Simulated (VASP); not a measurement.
# Ni3Ge (P4/mmm) in VASP: notebook

The runs below take Ni3Ge through single point, with r2SCAN.

Program: VASP 6.6.1. These are calculated values, not measurements. Logs are shortened: lines on timing, memory, paths and dates and some standing lists are left out, and cuts for length are marked.

### 1 The cell of the first run

Symmetry: P4/mmm, No. 123, tetragonal system. The conventional cell has a = 3.480 Å, b = 3.480 Å, c = 3.564 Å, α = 90.00°, β = 90.00°, γ = 90.00°. Ni (site symmetry mmm) has 8 Ni at 2.46 to 2.49 Å and 4 Ge at 2.49 Å within 3.2 Å. Ni (site symmetry 4/mmm) has 4 Ge at 2.46 Å and 8 Ni at 2.49 Å within 3.2 Å. Ge (site symmetry 4/mmm) has 12 Ni at 2.46 to 2.49 Å within 3.2 Å.

### 2 Single point, r2SCAN (biaxial strain in the a-b plane: -1.5 %)

POSCAR

```
Ni3Ge
1.0
    3.4796276402      0.0000000000      0.0000000000
    0.0000000000      3.4796276402      0.0000000000
    0.0000000000      0.0000000000      3.5644104456
Ni Ge
3 1
Direct
    0.5000000000      0.0000000000      0.5000000000
    0.0000000000      0.5000000000      0.5000000000
    0.5000000000      0.5000000000      0.0000000000
    0.0000000000      0.0000000000      0.0000000000
```

INCAR.step1

```
ALGO = Normal ; EDIFF = 1E-4
ENCUT = 520 ; GGA = PE
ISMEAR = 0 ; LASPH = True
LCHARG = False ; LREAL = False
LWAVE = True ; NBANDS = 30
NELM = 60 ; PREC = Accurate
SIGMA = 0.1
```

INCAR.step2

```
ALGO = Normal ; EDIFF = 1E-6
ENCUT = 520 ; ISIF = 2
ISMEAR = 0 ; ISTART = 1
LASPH = True ; LCHARG = False
LMIXTAU = True ; LREAL = False
LWAVE = False ; METAGGA = R2SCAN
NBANDS = 30 ; NELM = 60
PREC = Accurate ; SIGMA = 0.1
```

KPOINTS

```
k-points
0
Gamma
  14 14 14
```

Potentials or basis: VASP PAW PBE potentials, release 64 (Ni, Ge_d).

Started as:

```bash
$ cat potpaw_PBE.64/Ni/POTCAR potpaw_PBE.64/Ge_d/POTCAR > POTCAR
$ cp INCAR.step1 INCAR
$ mpirun -np 1 vasp_std > vasp.out
$ cp INCAR.step2 INCAR
$ mpirun -np 1 vasp_std > vasp.out
```

OUTCAR:

```text
EDIFF = 1E-6
   ENCUT = 520
   ISIF = 2
   ISMEAR = 0
   ISTART = 1
   LASPH = True
   LREAL = False
   METAGGA = R2SCAN
   NELM = 60
   PREC = Accurate

 ion  position               nearest neighbor table
   1  0.500  0.000  0.500-   2 2.46   2 2.46   2 2.46   2 2.46   4 2.49   3 2.49   3 2.49   3 2.49
                             4 2.49   4 2.49   4 2.49   3 2.49
   2  0.000  0.500  0.500-   1 2.46   1 2.46   1 2.46   1 2.46   4 2.49   3 2.49   4 2.49   4 2.49
                             4 2.49   3 2.49   3 2.49   3 2.49
   3  0.500  0.500  0.000-   4 2.46   4 2.46   4 2.46   4 2.46   2 2.49   1 2.49   2 2.49   1 2.49
                             2 2.49   1 2.49   2 2.49   1 2.49
   4  0.000  0.000  0.000-   3 2.46   3 2.46   3 2.46   3 2.46   2 2.49   2 2.49   2 2.49   2 2.49
                             1 2.49   1 2.49   1 2.49   1 2.49

  LATTYP: Found a simple tetragonal cell.
 ALAT       =     3.4796276402
 C/A-ratio  =     1.0243654822

  Lattice vectors:

 A1 = (   3.4796276402,   0.0000000000,   0.0000000000)
 A2 = (   0.0000000000,   3.4796276402,   0.0000000000)
 A3 = (   0.0000000000,   0.0000000000,   3.5644104456)

Analysis of symmetry for initial positions (statically):
=====================================================================
 Subroutine PRICEL returns:
 Original cell was already a primitive cell.

 Routine SETGRP: Setting up the symmetry group for a
 simple tetragonal supercell.

 Subroutine GETGRP returns: Found 16 space group operations
 (whereof 16 operations were pure point group operations)
 out of a pool of 16 trial point group operations.

The static configuration has the point symmetry D_4h.

Analysis of symmetry for dynamics (positions and initial velocities):
=====================================================================
 Subroutine PRICEL returns:
 Original cell was already a primitive cell.

 Routine SETGRP: Setting up the symmetry group for a
 simple tetragonal supercell.

 Subroutine GETGRP returns: Found 16 space group operations
 (whereof 16 operations were pure point group operations)
 out of a pool of 16 trial point group operations.

The dynamic configuration has the point symmetry D_4h.

 Subroutine INISYM returns: Found 16 space group operations
 (whereof 16 operations are pure point group operations),
 and found     1 'primitive' translations

----------------------------------------------------------------------------------------

                                     Primitive cell

  volume of cell :      43.1572

  direct lattice vectors                    reciprocal lattice vectors
     3.479627640  0.000000000  0.000000000     0.287387072  0.000000000  0.000000000
     0.000000000  3.479627640  0.000000000     0.000000000  0.287387072  0.000000000
     0.000000000  0.000000000  3.564410446     0.000000000  0.000000000  0.280551304

  length of vectors
     3.479627640  3.479627640  3.564410446     0.287387072  0.287387072  0.280551304

  position of ions in fractional coordinates (direct lattice)
     0.500000000  0.000000000  0.500000000
     0.000000000  0.500000000  0.500000000
     0.500000000  0.500000000  0.000000000
     0.000000000  0.000000000  0.000000000

  ion indices of the primitive-cell ions
   primitive index   ion index
                 1           1
                 2           2
                 3           3
                 4           4

----------------------------------------------------------------------------------------

 KPOINTS: k-points

Automatic generation of k-mesh.
 Grid dimensions read from file:
 generate k-points for:   14   14   14

 Generating k-lattice:

  Cartesian coordinates                     Fractional coordinates (reciprocal lattice)
     0.020527648  0.000000000  0.000000000     0.071428571  0.000000000  0.000000000
     0.000000000  0.020527648  0.000000000     0.000000000  0.071428571  0.000000000
     0.000000000  0.000000000  0.020039379     0.000000000  0.000000000  0.071428571

  Length of vectors
     0.020527648  0.020527648  0.020039379

  Shift w.r.t. Gamma in fractional coordinates (k-lattice)
     0.000000000  0.000000000  0.000000000

 Subroutine IBZKPT returns following result:
 ===========================================

 Found    288 irreducible k-points:

 Following reciprocal coordinates:
            Coordinates               Weight
  0.000000  0.000000  0.000000      1.000000
  0.071429  0.000000  0.000000      4.000000
  0.142857  0.000000  0.000000      4.000000
  0.214286  0.000000  0.000000      4.000000
  0.285714  0.000000  0.000000      4.000000
  0.357143  0.000000  0.000000      4.000000
[... 16 lines left out ...]
  0.285714  0.214286  0.000000      8.000000
  0.357143  0.214286  0.000000      8.000000
 [... further k-points ...]
   k-points           NKPTS =    288   k-points in BZ     NKDIM =    288   number of bands    NBANDS=     30
   number of dos      NEDOS =    301   number of ions     NIONS =      4
   total plane-waves  NPLWV =  21952
   dimension x,y,z NGX =    28 NGY =   28 NGZ =   28
   dimension x,y,z NGXF=    56 NGYF=   56 NGZF=   56
   ions per type =               3   1
   NGX,Y,Z   is equivalent  to a cutoff of  13.38, 13.38, 13.06 a.u.
   NGXF,Y,Z  is equivalent  to a cutoff of  26.76, 26.76, 26.12 a.u.
 SYSTEM =  unknown system
   PREC   = accura    normal or accurate (medium, high low for compatibility)
   ISTART =      1    job   : 0-new  1-cont  2-samecut
   ICHARG =      0    charge: 1-file 2-atom 10-const
   ISPIN  =      1    spin polarized calculation?
   LNONCOLLINEAR =      F non collinear calculations
   LSORBIT =      F    spin-orbit coupling
   LASPH  =      T    aspherical Exc in radial PAW
   ENCUT  =  520.0 eV  38.22 Ry    6.18 a.u.   6.47  6.47  6.63*2*pi/ulx,y,z
   NELM   =     60;   NELMIN=  2; NELMDL=  0     # of ELM steps
   EDIFF  = 0.1E-05   stopping-criterion for ELM
   LREAL  =      F    real-space projection
   EDIFFG = 0.1E-04   stopping-criterion for IOM
   NSW    =      0    number of steps for IOM
   IBRION =     -1    ionic relax: 0-MD 1-quasi-New 2-CG
   NFREE  =      0    steps in history (QN), initial steepest desc. (CG)
   ISIF   =      2    stress and relaxation
   ISYM   =      2    0-nonsym 1-usesym 2-fastsym
   POTIM  = 0.5000    time-step for ionic-motion
   TEBEG  =    0.0;   TEEND  =   0.0 temperature during run
   PSTRESS=    0.0 pullay stress
   NELECT =      44.0000    total number of electrons
   NUPDOWN=      -1.0000    fix difference up-down
   EMIN   =  10.00;   EMAX   =-10.00  energy-range for DOS
   EFERMI =   0.00;   METHOD = LEGACY
   ISMEAR =     0;   SIGMA  =   0.10  broadening in eV -4-tet -1-fermi 0-gaus
   EFERMI_NEDOS =   21; number of points for ismear=-14 and -15
   IALGO  =     38    algorithm
   IMIX   =      4    mixing-type and parameters
     AMIX     =   0.40;   BMIX     =  1.00
     AMIX_MAG =   1.60;   BMIX_MAG =  1.00
  volume/ion in A,a.u.               =      10.79        72.81
  Fermi-wavevector in a.u.,A,eV,Ry     =   1.647687  3.113676 36.938069  2.714871
  Thomas-Fermi vector in A             =   2.737103
   LORBIT       =      0    0 simple, 1 ext, 2 COOP (PROOUT), +10 PAW based schemes
   METAGGA = R2SCAN    functional components
   LHFCALC =     F    Hartree Fock is set to
   AEXX    =    0.0000 exact exchange contribution
   IVDW    =     0    specifies the selected vdW correction
   LEPSILON=     F    determine dielectric tensor
   LRPA    =     F    only Hartree local field effects (RPA)
 non-spin polarized calculation
 Gauss-broadening in eV      SIGMA  =   0.10
  energy-cutoff  :      520.00
  volume of cell :       43.16
 maximum number of plane-waves:      1189
 NGX is ok and might be reduce to    28
   NGX = 13   NGY = 13   NGZ = 13

 number of electron      43.9999986 magnetization

 Free energy of the ion-electron system (eV)
  ---------------------------------------------------
  ext. energy  EPLUGINS =         0.00000000
  ---------------------------------------------------
  free energy    TOTEN  =       -50.72790551 eV

  energy without entropy =      -50.71838335  energy(sigma->0) =      -50.72314443

 E-fermi :  10.4711     XC(G=0): -14.8871

 val. band max:       10.4672286388   @ k =   0.4286   0.3571   0.4286
 cond. band min:      10.4722501310   @ k =   0.0714   0.0714   0.2143
 fundamental gap:      0.0050214922
 Fermi energy:        10.4711123540

 k-point     1 :       0.0000    0.0000    0.0000
  band No.  band energies     occupation
      1     -14.9843      2.00000
      2     -14.9809      2.00000
      3     -14.9703      2.00000
      4     -14.9646      2.00000
      5     -14.9646      2.00000
      6      -2.7734      2.00000
[... 22 lines left out ...]
     29      21.8331      0.00000
     30      21.8331      0.00000

 k-point     2 :       0.0714    0.0000    0.0000
  band No.  band energies     occupation
      1     -14.9831      2.00000
      2     -14.9802      2.00000
      3     -14.9703      2.00000
      4     -14.9647      2.00000
      5     -14.9645      2.00000
      6      -2.7105      2.00000
[... 22 lines left out ...]
     29      21.6070      0.00000
     30      21.7374      0.00000

 k-point     3 :       0.1429    0.0000    0.0000
  band No.  band energies     occupation
      1     -14.9813      2.00000
      2     -14.9768      2.00000
      3     -14.9703      2.00000
      4     -14.9649      2.00000
      5     -14.9643      2.00000
      6      -2.5238      2.00000
[... 22 lines left out ...]
     29      21.1081      0.00000
     30      21.2895      0.00000

 k-point     4 :       0.2143    0.0000    0.0000
  band No.  band energies     occupation
      1     -14.9799      2.00000
      2     -14.9705      2.00000
      3     -14.9704      2.00000
      4     -14.9653      2.00000
      5     -14.9640      2.00000
      6      -2.2205      2.00000
[... 22 lines left out ...]
     29      20.3949      0.00000
     30      21.0965      0.00000

 k-point     5 :       0.2857    0.0000    0.0000
  band No.  band energies     occupation
      1     -14.9786      2.00000
      2     -14.9704      2.00000
      3     -14.9657      2.00000
      4     -14.9636      2.00000
      5     -14.9634      2.00000
      6      -1.8166      2.00000
[... 22 lines left out ...]
     29      19.2986      0.00000
     30      22.4737      0.00000
[... 526 lines left out ...]
     29      19.4687      0.00000
     30      23.2328      0.00000

 k-point    22 :       0.2143    0.2143    0.0000
  band No.  band energies     occupation
      1     -14.9746      2.00000
      2     -14.9704      2.00000
      3     -14.9650      2.00000
      4     -14.9646      2.00000
      5     -14.9643      2.00000
      6      -1.6905      2.00000
[... 22 lines left out ...]
     29      20.5939      0.00000
     30      21.5930      0.00000

 k-point    23 :       0.2857    0.2143    0.0000
  band No.  band energies     occupation
      1     -14.9751      2.00000
      2     -14.9696      2.00000
      3     -14.9653      2.00000
      4     -14.9645      2.00000
      5     -14.9581      2.00000
      6      -1.3066      2.00000
[... 22 lines left out ...]
     29      20.9460      0.00000
     30      21.5737      0.00000

 k-point    24 :       0.3571    0.2143    0.0000
  band No.  band energies     occupation
      1     -14.9758      2.00000
      2     -14.9691      2.00000
      3     -14.9657      2.00000
      4     -14.9642      2.00000
      5     -14.9520      2.00000
      6      -0.8676      2.00000
[... 22 lines left out ...]
     29      20.8828      0.00000
     30      22.0185      0.00000

 [... further k-points ...]
[... 5 lines left out ...]
  --------------------------------------------------------------------------------------
  -------------------------------------------------------------------------------------
  Total        1.7255231      1.7255231      0.6725881      0.0000000      0.0000000      0.0000000
  in kB       64.0586988     64.0586988     24.9693088      0.0000000      0.0000000      0.0000000
  external PRESSURE =      51.0289021 kB  Pullay stress =       0.0000000 kB

 VOLUME and BASIS-vectors are now :
 -----------------------------------------------------------------------------
  energy-cutoff  :      520.00
  volume of cell :       43.16
      direct lattice vectors                 reciprocal lattice vectors
     3.479627640  0.000000000  0.000000000     0.287387072  0.000000000  0.000000000
     0.000000000  3.479627640  0.000000000     0.000000000  0.287387072  0.000000000
     0.000000000  0.000000000  3.564410446     0.000000000  0.000000000  0.280551304

 POSITION                                       TOTAL-FORCE (eV/Angst)
 -----------------------------------------------------------------------------------
      1.73981      0.00000      1.78221         0.000000      0.000000      0.000000
      0.00000      1.73981      1.78221         0.000000      0.000000      0.000000
      1.73981      1.73981      0.00000         0.000000      0.000000      0.000000
      0.00000      0.00000      0.00000         0.000000      0.000000      0.000000
 -----------------------------------------------------------------------------------
    total drift:                                0.000000      0.000000      0.000000

  FREE ENERGIE OF THE ION-ELECTRON SYSTEM (eV)
  ---------------------------------------------------
  free  energy   TOTEN  =       -50.7279055135 eV

  energy  without entropy=      -50.7183833514  energy(sigma->0) =      -50.72314443
```

Run time: 20 min. Hardware: 1 thread of Intel Xeon Platinum 8259CL at 2.50GHz (Skylake/Cascade Lake), shared host; peak memory 0.42 GiB.

What came out:

```
Free energy            : -50.7279 eV
Pressure               : 5.1 GPa
Band gap on the k mesh : zero (bands 22 and 23 overlap by 0.35 eV)
```

Caveat: the cell differs from its parent crystal (biaxial strain in the a-b plane: -1.5 %); the cell stands under pressure; the PAW data sets were made with another functional, which shifts forces and pressure a little. Spin polarisation is off, so any magnetic state and its effect on volume and gap are missing.

### 3 Single point, r2SCAN (uniaxial strain along a: -3.0 %)

POSCAR

```
Ni3Ge
1.0
    3.4266383867      0.0000000000      0.0000000000
    0.0000000000      3.5591115202      0.0000000000
    0.0000000000      0.0000000000      3.5591115202
Ni Ge
3 1
Direct
    0.5000000000      0.0000000000      0.5000000000
    0.0000000000      0.5000000000      0.5000000000
    0.5000000000      0.5000000000      0.0000000000
    0.0000000000      0.0000000000      0.0000000000
```

INCAR.step1

```
SYSTEM = Ni3Ge
  PREC = Accurate
  ENCUT = 520
  ISMEAR = 0
  SIGMA = 0.1
  LREAL = .False.
  LASPH = .True.
  NELM = 100
  NBANDS = 30
  GGA = PE
  ALGO = Normal
  EDIFF = 1E-4
  LWAVE = .True.
  LCHARG = .False.
```

INCAR.step2

```
SYSTEM = Ni3Ge
  PREC = Accurate
  ENCUT = 520
  EDIFF = 1E-6
  ISMEAR = 0
  SIGMA = 0.1
  LREAL = .False.
  LASPH = .True.
  NELM = 100
  ALGO = Normal
  ISIF = 2
  LWAVE = .False.
  LCHARG = .False.
  METAGGA = R2SCAN
  LMIXTAU = .True.
  NBANDS = 30
  ISTART = 1
```

KPOINTS

```
Automatic mesh
0
Gamma
  14 14 14
  0 0 0
```

Potentials or basis: VASP PAW PBE potentials, release 64 (Ni, Ge_d).

Started as:

```bash
$ cat potpaw_PBE.64/Ni/POTCAR potpaw_PBE.64/Ge_d/POTCAR > POTCAR
$ cp INCAR.step1 INCAR
$ mpirun -np 1 vasp_std > vasp.out
$ cp INCAR.step2 INCAR
$ mpirun -np 1 vasp_std > vasp.out
```

Run time: 17 min. Hardware: 1 thread of AMD EPYC 7R13 (Zen 3), shared host; peak memory 0.4 GiB.

The run converged. Its results:

| Item | Value |
| --- | --- |
| Free energy | -50.7247 eV |
| Pressure | 3.8 GPa |
| Band gap on the k mesh | zero (bands 22 and 23 overlap by 0.35 eV) |

Stress tensor (GPa, compression positive):
```
7.29 0.00 0.00
0.00 2.04 0.00
0.00 0.00 2.04
```

Levels at points of the mesh, in eV from the Fermi level:
| k point | band 18 | band 19 | band 20 | band 21 | band 22 | band 23 | band 24 | band 25 | band 26 | band 27 |
| --- | --- | --- | --- | --- | --- | --- | --- | --- | --- | --- |
| (0.00, 0.00, 0.00) | -0.81 | -0.63 | -0.53 | -0.37 | -0.08 | 0.09 | 0.09 | 4.37 | 6.97 | 7.58 |
| (0.50, 0.00, 0.00) | -1.45 | -1.28 | -1.24 | -0.75 | -0.08 | 3.90 | 3.90 | 5.06 | 5.94 | 5.94 |
| (0.00, 0.50, 0.00) | -1.33 | -1.28 | -1.25 | -0.63 | 0.09 | 3.48 | 4.02 | 5.31 | 5.75 | 6.55 |
| (0.50, 0.50, 0.00) | -1.46 | -1.27 | -1.15 | -0.99 | -0.93 | 0.67 | 0.68 | 5.89 | 6.80 | 8.79 |
| (0.00, 0.50, 0.50) | -1.61 | -1.37 | -1.26 | -1.02 | -1.02 | 0.54 | 0.54 | 6.21 | 7.43 | 9.49 |
| (0.50, 0.50, 0.50) | -1.44 | -1.34 | -1.16 | -0.59 | -0.26 | -0.26 | -0.17 | 0.83 | 4.45 | 4.45 |

Caveat: the cell differs from its parent crystal (uniaxial strain along a: -3.0 %); the stress differs along the axes, from 2 to 7 GPa; the PAW data sets were made with another functional, which shifts forces and pressure a little. Spin polarisation is off, so any magnetic state and its effect on volume and gap are missing.
